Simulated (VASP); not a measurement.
# Zr (P6_3/mmc) in VASP: further runs, part 2 of 2

VASP 6.6.1. Earlier steps stand in the parts before.

## Step 3: Electric field gradients, PBE

This run uses another cell than the first one, of 23.28 Å³/atom, 1.053 times its volume.

Contents of INCAR:

```
PREC = Accurate
ENCUT = 520
EDIFF = 1E-8
ISMEAR = -1
SIGMA = 0.08
LREAL = F
LASPH = T
NELM = 100
ALGO = Normal
ISIF = 2
LWAVE = F
LCHARG = F
GGA = PE
LEFG = T
NBANDS = 19
```

Contents of KPOINTS:

```
Automatic mesh
0
Gamma
  13 13 7
```

Contents of POSCAR:

```
Zr
1.0
    3.2319982225      0.0000000000      0.0000000000
   -1.6159991112      2.7989925656      0.0000000000
    0.0000000000      0.0000000000      5.1470000000
Zr
2
Direct
    0.3333333333      0.6666666667      0.2500000000
    0.6666666667      0.3333333333      0.7500000000
```

Potentials or basis: VASP PAW PBE potentials, release 64 (Zr_sv).

Launch:

```sh
$ cat potpaw_PBE.64/Zr_sv/POTCAR > POTCAR
$ mpirun -np 1 vasp_std > vasp.out
```

OUTCAR:

```text
PREC = Accurate
   ENCUT = 520
   EDIFF = 1E-8
   ISMEAR = -1
   LREAL = F
   LASPH = T
   NELM = 100
   ISIF = 2
   GGA = PE

 ion  position               nearest neighbor table
   1  0.333  0.667  0.250-   2 3.18   2 3.18   2 3.18   2 3.18   2 3.18   2 3.18
   2  0.667  0.333  0.750-   1 3.18   1 3.18   1 3.18   1 3.18   1 3.18   1 3.18

  LATTYP: Found a hexagonal cell.
 ALAT       =     3.2319982225
 C/A-ratio  =     1.5925132521

  Lattice vectors:

 A1 = (   3.2319982225,   0.0000000000,   0.0000000000)
 A2 = (  -1.6159991112,   2.7989925656,   0.0000000000)
 A3 = (   0.0000000000,   0.0000000000,   5.1470000000)

Analysis of symmetry for initial positions (statically):
=====================================================================
 Subroutine PRICEL returns:
 Original cell was already a primitive cell.

 Routine SETGRP: Setting up the symmetry group for a
 hexagonal supercell.

 Subroutine GETGRP returns: Found 24 space group operations
 (whereof 12 operations were pure point group operations)
 out of a pool of 24 trial point group operations.

The static configuration has the point symmetry D_3d.
 The point group associated with its full space group is D_6h.

Analysis of symmetry for dynamics (positions and initial velocities):
=====================================================================
 Subroutine PRICEL returns:
 Original cell was already a primitive cell.

 Routine SETGRP: Setting up the symmetry group for a
 hexagonal supercell.

 Subroutine GETGRP returns: Found 24 space group operations
 (whereof 12 operations were pure point group operations)
 out of a pool of 24 trial point group operations.

[... 149 lines left out ...]

 val. band max:        8.9787924390   @ k =   0.0769   0.0769   0.1429
 cond. band min:       9.0028600259   @ k =   0.0000   0.0000   0.4286
 fundamental gap:      0.0240675868
 Fermi energy:         8.9865641808

 k-point     1 :       0.0000    0.0000    0.0000
  band No.  band energies     occupation
      1     -39.8415      2.00000
      2     -39.6870      2.00000
      3     -18.3631      2.00000
      4     -17.4964      2.00000
      5     -17.4964      2.00000
      6     -17.3561      2.00000
[... 505 lines left out ...]
      6     -17.5367      2.00000
[... 11 lines left out ...]
     18      11.2852      0.00000
     19      13.7460      0.00000

 [... further k-points ...]
[... 5 lines left out ...]
  --------------------------------------------------------------------------------------
  -------------------------------------------------------------------------------------
  Total        0.0797217      0.0797217      0.2758440      0.0000000      0.0000000      0.0000000
  in kB        2.7432154      2.7432154      9.4917682      0.0000000      0.0000000      0.0000000
  external PRESSURE =       4.9927330 kB  Pullay stress =       0.0000000 kB

 VOLUME and BASIS-vectors are now :
 -----------------------------------------------------------------------------
  energy-cutoff  :      520.00
  volume of cell :       46.56
      direct lattice vectors                 reciprocal lattice vectors
     3.231998223  0.000000000  0.000000000     0.309406111  0.178635701  0.000000000
    -1.615999111  2.798992566  0.000000000     0.000000000  0.357271403  0.000000000
     0.000000000  0.000000000  5.147000000     0.000000000  0.000000000  0.194287935

 POSITION                                       TOTAL-FORCE (eV/Angst)
 -----------------------------------------------------------------------------------
     -0.00000      1.86600      1.28675        -0.000000     -0.000000      0.000000
      1.61600      0.93300      3.86025         0.000000      0.000000      0.000000
 -----------------------------------------------------------------------------------
    total drift:                               -0.000000      0.000000     -0.000000

  FREE ENERGIE OF THE ION-ELECTRON SYSTEM (eV)
  ---------------------------------------------------
  free  energy   TOTEN  =       -17.0613591686 eV

  energy  without entropy=      -17.0164969403  energy(sigma->0) =      -17.03892805

 Electric field gradients (V/A^2)
---------------------------------------------------------------------
 ion       V_xx      V_yy      V_zz      V_xy      V_xz      V_yz
---------------------------------------------------------------------
   1     -20.856   -20.856    41.712     0.000     0.000    -0.000
   2     -20.856   -20.856    41.712     0.000    -0.000     0.000
---------------------------------------------------------------------

 Electric field gradients after diagonalization (V/A^2)
 (convention: |V_zz| > |V_xx| > |V_yy|)
----------------------------------------------------------------------
 ion       V_xx      V_yy      V_zz     asymmetry (V_yy - V_xx)/ V_zz
----------------------------------------------------------------------
   1     -20.856   -20.856    41.712       0.000
   2     -20.856   -20.856    41.712       0.000
----------------------------------------------------------------------

           NMR quadrupolar parameters

 Cq : quadrupolar parameter    Cq=e*Q*V_zz/h
 eta: asymmetry parameters     (V_yy - V_xx)/ V_zz
 Q  : nuclear electric quadrupole moment in mb (millibarn)
----------------------------------------------------------------------
 ion       Cq(MHz)       eta       Q (mb)
----------------------------------------------------------------------
   1       0.101       0.000       1.000
   2       0.101       0.000       1.000
----------------------------------------------------------------------
```

Run time: 33 s. Hardware: 1 thread of Intel Xeon Platinum 8488C (Sapphire Rapids), shared host; peak memory 0.19 GiB.

What came out:

* Free energy: -17.0614 eV
* Pressure: 0.5 GPa
* Band gap on the k mesh: zero (band 12 reaches 9.86 eV, above the bottom of band 13 at 8.76 eV)

Stress tensor (GPa, compression positive):
```
0.27 0.00 0.00
0.00 0.27 0.00
0.00 0.00 0.95
```

Electric field gradients, principal values (V/Å²):
```tsv
atom	least	middle	greatest (by size)
1 Zr	-20.856	-20.856	41.712
2 Zr	-20.856	-20.856	41.712
```

Caveat: without QUAD_EFG the Cq values of the log hold for a quadrupole moment of 1 mb, not for the nuclei.

## Step 4: Electric field gradients, PBE (volume scaled by 1.05)

Contents of INCAR:

```
SYSTEM = Zr
PREC = Accurate
ENCUT = 520
EDIFF = 1E-8
ISMEAR = -1
SIGMA = 0.08
LREAL = .False.
LASPH = .True.
NELM = 80
ALGO = Normal
ISIF = 2
LWAVE = .False.
LCHARG = .False.
GGA = PE
LEFG = .True.
NBANDS = 19
```

Contents of KPOINTS:

```
Automatic mesh
0
Gamma
  13 13 7
  0 0 0
```

Contents of POSCAR:

```
Zr
1.0
    3.2849912186      0.0000000000      0.0000000000
   -1.6424956092      2.8448858464      0.0000000000
    0.0000000000      0.0000000000      5.2313920485
Zr
2
Direct
    0.3333333333      0.6666666667      0.2500000000
    0.6666666667      0.3333333333      0.7500000000
```

Potentials or basis: VASP PAW PBE potentials, release 64 (Zr_sv).

Launch:

```sh
$ cat potpaw_PBE.64/Zr_sv/POTCAR > POTCAR
$ mpirun -np 1 vasp_std > vasp.out
```

OUTCAR:

```text
SYSTEM = Zr
   PREC = Accurate
   ENCUT = 520
   EDIFF = 1E-8
   ISMEAR = -1
   LREAL = .False.
   LASPH = .True.
   NELM = 80
   ISIF = 2
   GGA = PE

 ion  position               nearest neighbor table
   1  0.333  0.667  0.250-   2 3.23   2 3.23   2 3.23   2 3.23   2 3.23   2 3.23
   2  0.667  0.333  0.750-   1 3.23   1 3.23   1 3.23   1 3.23   1 3.23   1 3.23

  LATTYP: Found a hexagonal cell.
 ALAT       =     3.2849912186
 C/A-ratio  =     1.5925132521

  Lattice vectors:

 A1 = (   3.2849912186,   0.0000000000,   0.0000000000)
 A2 = (  -1.6424956092,   2.8448858464,   0.0000000000)
 A3 = (   0.0000000000,   0.0000000000,   5.2313920485)

Analysis of symmetry for initial positions (statically):
=====================================================================
 Subroutine PRICEL returns:
 Original cell was already a primitive cell.

 Routine SETGRP: Setting up the symmetry group for a
 hexagonal supercell.
[... 718 lines left out ...]
  volume of cell :       48.89
      direct lattice vectors                 reciprocal lattice vectors
     3.284991219  0.000000000  0.000000000     0.304414817  0.175753976  0.000000000
    -1.642495609  2.844885846  0.000000000     0.000000000  0.351507953  0.000000000
     0.000000000  0.000000000  5.231392049     0.000000000  0.000000000  0.191153710

 POSITION                                       TOTAL-FORCE (eV/Angst)
 -----------------------------------------------------------------------------------
     -0.00000      1.89659      1.30785         0.000000     -0.000000      0.000000
      1.64250      0.94830      3.92354        -0.000000      0.000000      0.000000
 -----------------------------------------------------------------------------------
    total drift:                               -0.000000      0.000000     -0.000000

  FREE ENERGIE OF THE ION-ELECTRON SYSTEM (eV)
  ---------------------------------------------------
  free  energy   TOTEN  =       -17.0373663650 eV

  energy  without entropy=      -16.9912281115  energy(sigma->0) =      -17.01429724

 Electric field gradients (V/A^2)
---------------------------------------------------------------------
 ion       V_xx      V_yy      V_zz      V_xy      V_xz      V_yz
---------------------------------------------------------------------
   1     -18.608   -18.608    37.217     0.000     0.000    -0.000
   2     -18.608   -18.608    37.217     0.000    -0.000     0.000
---------------------------------------------------------------------

 Electric field gradients after diagonalization (V/A^2)
 (convention: |V_zz| > |V_xx| > |V_yy|)
----------------------------------------------------------------------
 ion       V_xx      V_yy      V_zz     asymmetry (V_yy - V_xx)/ V_zz
----------------------------------------------------------------------
   1     -18.608   -18.608    37.217       0.000
   2     -18.608   -18.608    37.217       0.000
----------------------------------------------------------------------

           NMR quadrupolar parameters

 Cq : quadrupolar parameter    Cq=e*Q*V_zz/h
 eta: asymmetry parameters     (V_yy - V_xx)/ V_zz
 Q  : nuclear electric quadrupole moment in mb (millibarn)
----------------------------------------------------------------------
 ion       Cq(MHz)       eta       Q (mb)
----------------------------------------------------------------------
   1       0.090       0.000       1.000
   2       0.090       0.000       1.000
----------------------------------------------------------------------
```

OSZICAR:

```text
N       E                     dE             d eps       ncg     rms          rms(c)
DAV:   1     0.213953877538E+03    0.21395E+03   -0.13128E+04  3192   0.125E+03
DAV:   2    -0.190680163561E+01   -0.21586E+03   -0.21193E+03  3775   0.364E+02
DAV:   3    -0.173642947519E+02   -0.15457E+02   -0.15277E+02  5724   0.706E+01
DAV:   4    -0.178014348837E+02   -0.43714E+00   -0.43639E+00  3779   0.117E+01
DAV:   5    -0.178151259995E+02   -0.13691E-01   -0.13685E-01  4732   0.147E+00    0.131E+01
DAV:   6    -0.171616756908E+02    0.65345E+00   -0.10257E+00  3475   0.747E+00    0.498E+00
DAV:   7    -0.170317681552E+02    0.12991E+00   -0.62332E-01  4394   0.510E+00    0.113E+00
DAV:   8    -0.170372827187E+02   -0.55146E-02   -0.41849E-02  4223   0.144E+00    0.262E-01
DAV:   9    -0.170374162729E+02   -0.13355E-03   -0.18435E-03  4024   0.373E-01    0.340E-02
DAV:  10    -0.170373665184E+02    0.49755E-04   -0.49001E-05  4216   0.386E-02    0.255E-02
DAV:  11    -0.170373666551E+02   -0.13667E-06   -0.10722E-05  3551   0.354E-02    0.317E-03
DAV:  12    -0.170373667897E+02   -0.13467E-06   -0.51523E-07  4797   0.446E-03    0.289E-03
DAV:  13    -0.170373664386E+02    0.35117E-06   -0.55350E-08  3799   0.203E-03    0.869E-04
DAV:  14    -0.170373663739E+02    0.64619E-07   -0.44297E-09  2025   0.763E-04    0.259E-04
DAV:  15    -0.170373663650E+02    0.88894E-08   -0.11256E-09  1968   0.353E-04
   1 F= -.17037366E+02 E0= -.17014297E+02  d E =-.461383E-01
```

stdout:

```text
POSCAR found type information on POSCAR Zr
 POSCAR found :  1 types and       2 ions
 scaLAPACK will be used
 LDA part: xc-table for (Slater+PW92), standard interpolation
 POSCAR, INCAR and KPOINTS ok, starting setup
 FFT: planning ... GRIDC
 FFT: planning ... GRID_SOFT
 FFT: planning ... GRID
 WAVECAR not read
 entering main loop
ion   1

ion   2
```

Wall time 32 s (1 thread of Intel Xeon Platinum 8488C (Sapphire Rapids), shared host); peak memory 0.2 GiB.

Results:

| Item | Value |
| --- | --- |
| Free energy | -17.0374 eV |
| Pressure | -3.8 GPa |
| Band gap on the k mesh | zero (band 12 reaches 9.31 eV, above the bottom of band 13 at 8.20 eV) |

Stress tensor (GPa, compression positive):
```
-3.90  0.00  0.00
 0.00 -3.90  0.00
 0.00  0.00 -3.57
```

Levels at points of the mesh, in eV from the Fermi level:
```tsv
k point	band 10	band 11	band 12	band 13	band 14	band 15
(0.00, 0.00, 0.00)	-2.89	0.86	0.86	1.00	1.01	1.51
```

Electric field gradients, principal values (V/Å²):
```csv
atom,least,middle,greatest (by size)
1 Zr,-18.608,-18.608,37.217
2 Zr,-18.608,-18.608,37.217
```

Caveat: the cell differs from its parent crystal (volume scaled by 1.05); without QUAD_EFG the Cq values of the log hold for a quadrupole moment of 1 mb, not for the nuclei.

## Step 5: Electric field gradients, PBE (volume scaled by 0.96)

Contents of INCAR:

```
SYSTEM = Zr
PREC     = Accurate       ! precision mode
ENCUT    = 520            ! plane-wave cutoff, eV
EDIFF    = 1E-8           ! SCF threshold, eV
ISMEAR   = -1             ! smearing method
SIGMA    = 0.08           ! smearing width, eV
LREAL    = .FALSE.        ! projectors in reciprocal space
LASPH    = .TRUE.         ! aspherical terms in the spheres
NELM     = 100            ! most SCF steps
ALGO     = Normal         ! electronic algorithm
ISIF     = 2              ! what is computed and relaxed
LWAVE    = .FALSE.        ! write WAVECAR
LCHARG   = .FALSE.        ! write CHGCAR
GGA      = PE             ! functional
LEFG     = .TRUE.       
NBANDS   = 19             ! bands
```

Contents of KPOINTS:

```
regular mesh
0
G
  13 13 7
  0 0 0
```

Contents of POSCAR:

```
Zr
1.0
    3.1883172162      0.0000000000      0.0000000000
   -1.5941586081      2.7611637045      0.0000000000
    0.0000000000      0.0000000000      5.0774374186
Zr
2
Direct
    0.3333333333      0.6666666667      0.2500000000
    0.6666666667      0.3333333333      0.7500000000
```

Potentials or basis: VASP PAW PBE potentials, release 64 (Zr_sv).

Launch:

```sh
$ cat potpaw_PBE.64/Zr_sv/POTCAR > POTCAR
$ mpirun -np 1 vasp_std > vasp.out
```

OUTCAR:

```text
SYSTEM = Zr
   PREC = Accurate
   ENCUT = 520
   EDIFF = 1E-8
   ISMEAR = -1
   LREAL = .FALSE.
   LASPH = .TRUE.
   NELM = 100
   ISIF = 2
   GGA = PE

 ion  position               nearest neighbor table
   1  0.333  0.667  0.250-   2 3.14   2 3.14   2 3.14   2 3.14   2 3.14   2 3.14
   2  0.667  0.333  0.750-   1 3.14   1 3.14   1 3.14   1 3.14   1 3.14   1 3.14

  LATTYP: Found a hexagonal cell.
 ALAT       =     3.1883172162
 C/A-ratio  =     1.5925132521

  Lattice vectors:

 A1 = (   3.1883172162,   0.0000000000,   0.0000000000)
 A2 = (  -1.5941586081,   2.7611637045,   0.0000000000)
 A3 = (   0.0000000000,   0.0000000000,   5.0774374186)

Analysis of symmetry for initial positions (statically):
=====================================================================
 Subroutine PRICEL returns:
 Original cell was already a primitive cell.

 Routine SETGRP: Setting up the symmetry group for a
 hexagonal supercell.
[... 719 lines left out ...]
  volume of cell :       44.70
      direct lattice vectors                 reciprocal lattice vectors
     3.188317216  0.000000000  0.000000000     0.313645077  0.181083070  0.000000000
    -1.594158608  2.761163704  0.000000000     0.000000000  0.362166140  0.000000000
     0.000000000  0.000000000  5.077437419     0.000000000  0.000000000  0.196949744

 POSITION                                       TOTAL-FORCE (eV/Angst)
 -----------------------------------------------------------------------------------
     -0.00000      1.84078      1.26936         0.000000      0.000000      0.000000
      1.59416      0.92039      3.80808        -0.000000      0.000000      0.000000
 -----------------------------------------------------------------------------------
    total drift:                               -0.000000      0.000000     -0.000000

  FREE ENERGIE OF THE ION-ELECTRON SYSTEM (eV)
  ---------------------------------------------------
  free  energy   TOTEN  =       -17.0312037441 eV

  energy  without entropy=      -16.9872372310  energy(sigma->0) =      -17.00922049

 Electric field gradients (V/A^2)
---------------------------------------------------------------------
 ion       V_xx      V_yy      V_zz      V_xy      V_xz      V_yz
---------------------------------------------------------------------
   1     -22.837   -22.837    45.675    -0.000     0.000    -0.000
   2     -22.837   -22.837    45.675    -0.000    -0.000     0.000
---------------------------------------------------------------------

 Electric field gradients after diagonalization (V/A^2)
 (convention: |V_zz| > |V_xx| > |V_yy|)
----------------------------------------------------------------------
 ion       V_xx      V_yy      V_zz     asymmetry (V_yy - V_xx)/ V_zz
----------------------------------------------------------------------
   1     -22.837   -22.837    45.675       0.000
   2     -22.837   -22.837    45.675       0.000
----------------------------------------------------------------------

           NMR quadrupolar parameters

 Cq : quadrupolar parameter    Cq=e*Q*V_zz/h
 eta: asymmetry parameters     (V_yy - V_xx)/ V_zz
 Q  : nuclear electric quadrupole moment in mb (millibarn)
----------------------------------------------------------------------
 ion       Cq(MHz)       eta       Q (mb)
----------------------------------------------------------------------
   1       0.110       0.000       1.000
   2       0.110       0.000       1.000
----------------------------------------------------------------------
```

stdout:

```text
POSCAR found type information on POSCAR Zr
 POSCAR found :  1 types and       2 ions
 scaLAPACK will be used
 LDA part: xc-table for (Slater+PW92), standard interpolation
 POSCAR, INCAR and KPOINTS ok, starting setup
 FFT: planning ... GRIDC
 FFT: planning ... GRID_SOFT
 FFT: planning ... GRID
 WAVECAR not read
 entering main loop
ion   1

ion   2
```

Run time: 24 s. Hardware: 1 thread of Intel Xeon Platinum 8559C (Emerald Rapids), shared host; peak memory 0.19 GiB.

What came out:

| Property | Result |
| --- | --- |
| Free energy | -17.0312 eV |
| Pressure | 4.7 GPa |
| Band gap on the k mesh | zero (band 12 reaches 10.42 eV, above the bottom of band 13 at 9.25 eV) |

Stress tensor (GPa, compression positive):
```
4.31 0.00 0.00
0.00 4.31 0.00
0.00 0.00 5.35
```

Levels at points of the mesh, in eV from the Fermi level:
| k point | band 10 | band 11 | band 12 | band 13 | band 14 | band 15 |
| --- | --- | --- | --- | --- | --- | --- |
| (0.00, 0.00, 0.00) | -3.14 | 0.87 | 0.87 | 1.04 | 1.34 | 1.61 |

Electric field gradients, principal values (V/Å²):
```
atom    least   middle  greatest (by size)
1 Zr  -22.837  -22.837              45.675
2 Zr  -22.837  -22.837              45.675
```

Caveat: the cell differs from its parent crystal (volume scaled by 0.96); without QUAD_EFG the Cq values of the log hold for a quadrupole moment of 1 mb, not for the nuclei.

## Step 6: Summary

| cell | gap on the mesh (eV) | pressure (GPa) |
| --- | --- | --- |
| a = 3.177, b = 3.177, c = 5.060 Å, angles 90.0, 90.0, 120.0°, 2 atoms | none | 5.8 |
| a = 3.232, b = 3.232, c = 5.147 Å, angles 90.0, 90.0, 120.0°, 2 atoms | none | 0.5 |
| a = 3.285, b = 3.285, c = 5.231 Å, angles 90.0, 90.0, 120.0°, 2 atoms | none | -3.8 |
| a = 3.188, b = 3.188, c = 5.077 Å, angles 90.0, 90.0, 120.0°, 2 atoms | none | 4.7 |

Alike in all rows: task electric field gradients; level PBE; potentials or basis VASP PAW PBE potentials, release 64 (Zr_sv); no spin polarisation; k mesh 13 × 13 × 7; cutoff (eV) 520; smearing fermi-dirac 0.08 eV.

Total energies depend on the potentials used, so only differences within one code and one set of settings carry meaning.
